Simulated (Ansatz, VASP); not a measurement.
## One calculation of Ir, two programs

File POSCAR:

```
Ir
1.0
    0.0000000000      1.9347773839      1.9347773839
    1.9347773839      0.0000000000      1.9347773839
    1.9347773839      1.9347773839      0.0000000000
Ir
1
Direct
    0.0000000000      0.0000000000      0.0000000000
```

The input INCAR.step1:

```
ALGO = Normal
EDIFF = 1E-5
ENCUT = 550
GGA = PE
GGA_COMPAT = False
ISMEAR = 0
LASPH = True
LCHARG = False
LREAL = False
LWAVE = True
NBANDS = 14
NELM = 120
PREC = Accurate
SIGMA = 0.05
```

Contents of INCAR.step2:

```
ALGO = Normal
EDIFF = 1E-6
ENCUT = 550
GGA_COMPAT = False
ISIF = 2
ISMEAR = 0
ISTART = 1
LASPH = True
LCHARG = False
LMIXTAU = True
LREAL = False
LWAVE = False
METAGGA = R2SCAN
NBANDS = 14
NELM = 120
PREC = Accurate
SIGMA = 0.05
```

Contents of KPOINTS:

```
k-points
0
Gamma
  20 20 20
```

Input for Ansatz:

```yaml
crystal:
  lattice:
    - [0.0, 1.9347773841, 1.9347773841]
    - [1.9347773841, 0.0, 1.9347773841]
    - [1.9347773841, 1.9347773841, 0.0]
  atoms:
    - { symbol: Ir, position: [0.0, 0.0, 0.0] }
basis:
  ecutwfc: 500
  ecutrho_ratio: 4
kpoints:
  mp_grid: { grid: [20, 20, 20] }
hamiltonian:
  xc: r2scan
scf:
  occupations: { method: gaussian, width: 0.05 }
output:
  forces: true
  stress: true
  eigenvalues: true
```

Alike in both runs: task single point; functional r2SCAN; k mesh 20 × 20 × 20; occupations gaussian, width 0.05 eV; no spin polarisation.

```csv
,VASP,Ansatz
version,VASP 6.6.1,Ansatz 0.2.0
potentials or method,"VASP PAW PBE potentials, release 64 (Ir_sv_GW), cutoff 550 eV","scalar-relativistic, plane waves, PAW"
valence electrons in the cell,17,17
```

Ansatz gave:

* gap on the k mesh at the Fermi level (eV): none
* pressure (GPa): -7.2

What did VASP give for the same quantities?

gap on the k mesh at the Fermi level (eV): none; pressure (GPa): -9.3.

VASP's potentials were made for PBE, not for r2SCAN. A gap of «none» marks a metal or a gap that the smearing closes. The functional is the same, so the differences come from potentials, cutoffs and numerics.

Neither program's run includes spin-orbit coupling.
